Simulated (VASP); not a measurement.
A run of VASP 6.6.1 is set up as follows.

Contents of INCAR:

```
SYSTEM = BN
ALGO = Normal
EDIFF = 1E-6
ENCUT = 520
GGA = PS
ISIF = 2
ISMEAR = 0
LASPH = .True.
LCHARG = .False.
LREAL = .False.
LWAVE = .False.
NBANDS = 16
NELM = 80
PREC = Accurate
SIGMA = 0.05
```

File KPOINTS:

```
k-points
0
Gamma
  12 12 4
  0 0 0
```

The input POSCAR:

```
BN
1.0
    2.4566026667      0.0000000000      0.0000000000
   -1.2283013333      2.1274800167      0.0000000000
    0.0000000000      0.0000000000      6.6357000000
B N
2 2
Direct
    0.3333333333      0.6666666667      0.2500000000
    0.6666666667      0.3333333333      0.7500000000
    0.3333333333      0.6666666667      0.7500000000
    0.6666666667      0.3333333333      0.2500000000
```

Potentials or basis: VASP PAW PBE potentials, release 64 (B, N).

The run is started by

```bash
$ cat potpaw_PBE.64/B/POTCAR potpaw_PBE.64/N/POTCAR > POTCAR
$ mpirun -np 1 vasp_std > vasp.out
```

Problem. Estimate the band gap on the k mesh.

Solution. 4.25 eV, indirect (least direct gap 4.72 eV).

Problem. What does it give for the pressure?

Solution. 15.8 GPa.

Stress tensor (GPa, compression positive):
```
23.30  0.00  0.00
 0.00 23.30  0.00
 0.00  0.00  0.88
```

Caveat: the PAW data sets were made with another functional, which shifts forces and pressure a little; this functional lacks dispersion, which binds the layers, so the pressure and a relaxed spacing across them are unreliable. A hybrid or GW would open this gap; PBEsol tends to underestimate it.
